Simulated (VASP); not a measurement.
# Os (P6_3/mmc) in VASP: single point with PBE

Aim: the single point of Os with PBE.

Program: VASP 6.6.1. These are calculated values, not measurements. Logs are shortened: lines on timing, memory, paths and dates and some standing lists are left out, and cuts for length are marked.

## Step 1: The cell of the first run

The structure is hexagonal, space group P6_3/mmc (No. 194). Conventional cell: a = 2.734 Å, b = 2.734 Å, c = 4.320 Å, α = 90.00°, β = 90.00°, γ = 120.00°. Os (site symmetry -6m2) has 12 Os at 2.68 to 2.73 Å within 3.5 Å.

## Step 2: Single point, PBE

The input, INCAR:

```
PREC = Accurate
ENCUT = 520
EDIFF = 1E-7
ISMEAR = 1
SIGMA = 0.1
LREAL = False
LASPH = True
NELM = 60
ALGO = Normal
ISIF = 2
LWAVE = False
LCHARG = False
GGA = PE
NBANDS = 15
```

The input, KPOINTS:

```
regular mesh
0
Gamma
  13 13 7
```

The input, POSCAR:

```
Os
1.0
    2.7341000000      0.0000000000      0.0000000000
   -1.3670500000      2.3678000000      0.0000000000
    0.0000000000      0.0000000000      4.3197000000
Os
2
Direct
    0.3333333333      0.6666666667      0.2500000000
    0.6666666667      0.3333333333      0.7500000000
```

Potentials or basis: VASP PAW PBE potentials, release 64 (Os).

The run is started by

```sh
cat potpaw_PBE.64/Os/POTCAR > POTCAR
mpirun -np 1 vasp_std > vasp.out
```

OUTCAR:

```text
PREC = Accurate
   ENCUT = 520
   EDIFF = 1E-7
   ISMEAR = 1
   LREAL = False
   LASPH = True
   NELM = 60
   ISIF = 2
   GGA = PE

 ion  position               nearest neighbor table
   1  0.333  0.667  0.250-   2 2.68   2 2.68   2 2.68   2 2.68   2 2.68   2 2.68
   2  0.667  0.333  0.750-   1 2.68   1 2.68   1 2.68   1 2.68   1 2.68   1 2.68

  LATTYP: Found a hexagonal cell.
 ALAT       =     2.7341000000
 C/A-ratio  =     1.5799348963

  Lattice vectors:

 A1 = (   2.7341000000,   0.0000000000,   0.0000000000)
 A2 = (  -1.3670500000,   2.3678000000,   0.0000000000)
 A3 = (   0.0000000000,   0.0000000000,   4.3197000000)

Analysis of symmetry for initial positions (statically):
=====================================================================
 Subroutine PRICEL returns:
 Original cell was already a primitive cell.

 Routine SETGRP: Setting up the symmetry group for a
 hexagonal supercell.

 Subroutine GETGRP returns: Found 24 space group operations
 (whereof 12 operations were pure point group operations)
 out of a pool of 24 trial point group operations.

The static configuration has the point symmetry D_3d.
 The point group associated with its full space group is D_6h.

Analysis of symmetry for dynamics (positions and initial velocities):
=====================================================================
 Subroutine PRICEL returns:
 Original cell was already a primitive cell.

 Routine SETGRP: Setting up the symmetry group for a
 hexagonal supercell.

 Subroutine GETGRP returns: Found 24 space group operations
 (whereof 12 operations were pure point group operations)
 out of a pool of 24 trial point group operations.

The dynamic configuration has the point symmetry D_3d.
 The point group associated with its full space group is D_6h.

 Subroutine INISYM returns: Found 24 space group operations
 (whereof 12 operations are pure point group operations),
 and found     1 'primitive' translations

----------------------------------------------------------------------------------------

                                     Primitive cell

  volume of cell :      27.9649

  direct lattice vectors                    reciprocal lattice vectors
     2.734100000  0.000000000  0.000000000     0.365751070  0.211166484  0.000000000
    -1.367050000  2.367800000  0.000000000     0.000000000  0.422332967  0.000000000
     0.000000000  0.000000000  4.319700000     0.000000000  0.000000000  0.231497558

  length of vectors
     2.734100000  2.734099951  4.319700000     0.422332960  0.422332967  0.231497558

  position of ions in fractional coordinates (direct lattice)
     0.333333333  0.666666667  0.250000000
     0.666666667  0.333333333  0.750000000

  ion indices of the primitive-cell ions
   primitive index   ion index
                 1           1
                 2           2

----------------------------------------------------------------------------------------

 KPOINTS: regular mesh

Automatic generation of k-mesh.
 Grid dimensions read from file:
 generate k-points for:   13   13    7

 Generating k-lattice:

  Cartesian coordinates                     Fractional coordinates (reciprocal lattice)
     0.028134698  0.016243576  0.000000000     0.076923077 -0.000000000  0.000000000
     0.000000000  0.032487151  0.000000000     0.000000000  0.076923077  0.000000000
     0.000000000  0.000000000  0.033071080     0.000000000  0.000000000  0.142857143

  Length of vectors
     0.032487151  0.032487151  0.033071080

  Shift w.r.t. Gamma in fractional coordinates (k-lattice)
     0.000000000  0.000000000  0.000000000

 Subroutine IBZKPT returns following result:
 ===========================================

 Found     84 irreducible k-points:

 Following reciprocal coordinates:
            Coordinates               Weight
  0.000000  0.000000  0.000000      1.000000
  0.076923  0.000000  0.000000      6.000000
  0.153846  0.000000  0.000000      6.000000
  0.230769  0.000000  0.000000      6.000000
  0.307692  0.000000  0.000000      6.000000
  0.384615  0.000000  0.000000      6.000000
[... 16 lines left out ...]
  0.076923  0.000000  0.142857     12.000000
  0.153846  0.000000  0.142857     12.000000
 [... further k-points ...]
   k-points           NKPTS =     84   k-points in BZ     NKDIM =     84   number of bands    NBANDS=     15
   number of dos      NEDOS =    301   number of ions     NIONS =      2
   total plane-waves  NPLWV =  12800
   dimension x,y,z NGX =    20 NGY =   20 NGZ =   32
   dimension x,y,z NGXF=    40 NGYF=   40 NGZF=   64
   ions per type =               2
   NGX,Y,Z   is equivalent  to a cutoff of  12.16, 12.16, 12.32 a.u.
   NGXF,Y,Z  is equivalent  to a cutoff of  24.32, 24.32, 24.63 a.u.
 SYSTEM =  unknown system
   PREC   = accura    normal or accurate (medium, high low for compatibility)
   ISTART =      0    job   : 0-new  1-cont  2-samecut
   ICHARG =      2    charge: 1-file 2-atom 10-const
   ISPIN  =      1    spin polarized calculation?
   LNONCOLLINEAR =      F non collinear calculations
   LSORBIT =      F    spin-orbit coupling
   LASPH  =      T    aspherical Exc in radial PAW
   ENCUT  =  520.0 eV  38.22 Ry    6.18 a.u.   5.08  5.08  8.03*2*pi/ulx,y,z
   NELM   =     60;   NELMIN=  2; NELMDL= -5     # of ELM steps
   EDIFF  = 0.1E-06   stopping-criterion for ELM
   LREAL  =      F    real-space projection
   EDIFFG = 0.1E-05   stopping-criterion for IOM
   NSW    =      0    number of steps for IOM
   IBRION =     -1    ionic relax: 0-MD 1-quasi-New 2-CG
   NFREE  =      0    steps in history (QN), initial steepest desc. (CG)
   ISIF   =      2    stress and relaxation
   ISYM   =      2    0-nonsym 1-usesym 2-fastsym
   POTIM  = 0.5000    time-step for ionic-motion
   TEBEG  =    0.0;   TEEND  =   0.0 temperature during run
   PSTRESS=    0.0 pullay stress
   NELECT =      16.0000    total number of electrons
   NUPDOWN=      -1.0000    fix difference up-down
   EMIN   =  10.00;   EMAX   =-10.00  energy-range for DOS
   EFERMI =   0.00;   METHOD = LEGACY
   ISMEAR =     1;   SIGMA  =   0.10  broadening in eV -4-tet -1-fermi 0-gaus
   EFERMI_NEDOS =   21; number of points for ismear=-14 and -15
   IALGO  =     38    algorithm
   IMIX   =      4    mixing-type and parameters
     AMIX     =   0.40;   BMIX     =  1.00
     AMIX_MAG =   1.60;   BMIX_MAG =  1.00
  volume/ion in A,a.u.               =      13.98        94.36
  Fermi-wavevector in a.u.,A,eV,Ry     =   1.359076  2.568282 25.131162  1.847088
  Thomas-Fermi vector in A             =   2.485855
   LORBIT       =      0    0 simple, 1 ext, 2 COOP (PROOUT), +10 PAW based schemes
   GGA     = PE    functional components
   LHFCALC =     F    Hartree Fock is set to
   AEXX    =    0.0000 exact exchange contribution
   IVDW    =     0    specifies the selected vdW correction
   LEPSILON=     F    determine dielectric tensor
   LRPA    =     F    only Hartree local field effects (RPA)
 non-spin polarized calculation
 Methfessel and Paxton  Order N= 1 SIGMA  =   0.10
  energy-cutoff  :      520.00
  volume of cell :       27.96
 maximum number of plane-waves:       766
   NGX = 11   NGY = 11   NGZ = 17

 number of electron      15.9999998 magnetization

 Free energy of the ion-electron system (eV)
  ---------------------------------------------------
  ext. energy  EPLUGINS =         0.00000000
  ---------------------------------------------------
  free energy    TOTEN  =       -22.48479443 eV

  energy without entropy =      -22.48456713  energy(sigma->0) =      -22.48471867

 E-fermi :   9.5344     XC(G=0): -14.0595

 val. band max:        9.5229730889   @ k =   0.3077   0.3077   0.2857
 cond. band min:       9.6296381521   @ k =   0.3846   0.2308   0.2857
 fundamental gap:      0.1066650632
 Fermi energy:         9.5343695004

 k-point     1 :       0.0000    0.0000    0.0000
  band No.  band energies     occupation
      1      -1.4741      2.00000
      2       1.6754      2.00000
      3       6.4172      2.00000
      4       6.4172      2.00000
      5       6.6758      2.00000
      6       7.2598      2.00000
      7       7.2598      2.00000
      8       7.9181      2.00000
      9       7.9181      2.00000
     10       9.5018      1.52083
     11      11.1706     -0.00000
     12      11.1706     -0.00000
     13      18.5584      0.00000
     14      23.5050      0.00000
     15      26.2273      0.00000

 k-point     2 :       0.0769    0.0000    0.0000
  band No.  band energies     occupation
      1      -1.2348      2.00000
      2       1.8873      2.00000
      3       5.9723      2.00000
      4       6.6285      2.00000
      5       7.0369      2.00000
      6       7.1412      2.00000
      7       7.4570      2.00000
      8       7.5978      2.00000
      9       7.7494      2.00000
     10       8.6016      2.00000
     11      11.2874     -0.00000
     12      12.4549      0.00000
     13      18.5385      0.00000
     14      23.9972      0.00000
     15      26.5365      0.00000

 k-point     3 :       0.1538    0.0000    0.0000
  band No.  band energies     occupation
      1      -0.5562      2.00000
      2       2.4324      2.00000
      3       5.3889      2.00000
      4       6.4473      2.00000
      5       6.7417      2.00000
      6       7.2463      2.00000
      7       7.3423      2.00000
      8       7.6660      2.00000
      9       7.9874      2.00000
     10       8.0302      2.00000
     11      11.5481      0.00000
     12      14.4369      0.00000
     13      18.4222      0.00000
     14      25.1142      0.00000
     15      27.0776      0.00000
[... 343 lines left out ...]
 k-point    23 :       0.0769    0.0000    0.1429
  band No.  band energies     occupation
      1      -0.9873      2.00000
      2       1.9253      2.00000
      3       5.9446      2.00000
      4       6.4508      2.00000
      5       6.6689      2.00000
      6       6.8009      2.00000
      7       7.2789      2.00000
      8       8.0123      2.00000
      9       8.1741      2.00000
     10       8.3903      2.00000
     11      11.2898     -0.00000
     12      12.0677      0.00000
     13      19.6931      0.00000
     14      23.5511      0.00000
     15      26.8248      0.00000

 k-point    24 :       0.1538    0.0000    0.1429
  band No.  band energies     occupation
      1      -0.3281      2.00000
      2       2.4939      2.00000
      3       5.4241      2.00000
      4       5.9321      2.00000
      5       6.5897      2.00000
      6       6.8551      2.00000
      7       7.5398      2.00000
      8       7.7307      2.00000
      9       8.1072      2.00000
     10       8.4140      2.00000
     11      11.4976     -0.00000
     12      13.6113      0.00000
     13      19.6767      0.00000
     14      24.7516      0.00000
     15      26.8243      0.00000

 [... further k-points ...]
[... 5 lines left out ...]
  --------------------------------------------------------------------------------------
  -------------------------------------------------------------------------------------
  Total        1.5697734      1.5697733      1.3518047     -0.0000000      0.0000000      0.0000000
  in kB       89.9362045     89.9362002     77.4482363     -0.0000000      0.0000000      0.0000000
  external PRESSURE =      85.7735470 kB  Pullay stress =       0.0000000 kB

 VOLUME and BASIS-vectors are now :
 -----------------------------------------------------------------------------
  energy-cutoff  :      520.00
  volume of cell :       27.96
      direct lattice vectors                 reciprocal lattice vectors
     2.734100000  0.000000000  0.000000000     0.365751070  0.211166484  0.000000000
    -1.367050000  2.367800000  0.000000000     0.000000000  0.422332967  0.000000000
     0.000000000  0.000000000  4.319700000     0.000000000  0.000000000  0.231497558

 POSITION                                       TOTAL-FORCE (eV/Angst)
 -----------------------------------------------------------------------------------
     -0.00000      1.57853      1.07993         0.000000     -0.000000      0.000000
      1.36705      0.78927      3.23977        -0.000000      0.000000      0.000000
 -----------------------------------------------------------------------------------
    total drift:                               -0.000000      0.000000     -0.000000

  FREE ENERGIE OF THE ION-ELECTRON SYSTEM (eV)
  ---------------------------------------------------
  free  energy   TOTEN  =       -22.4847944336 eV

  energy  without entropy=      -22.4845671290  energy(sigma->0) =      -22.48471867
```

It took 41 s on 1 thread of Intel Xeon Platinum 8488C (Sapphire Rapids), shared host; peak memory 0.15 GiB.

What came out:

* Free energy: -22.4848 eV
* Pressure: 8.6 GPa
* Band gap on the k mesh: zero (band 8 reaches 11.56 eV, above the bottom of band 9 at 7.75 eV)

Caveat: spin-orbit coupling is left out, which moves the levels of the heavy elements.
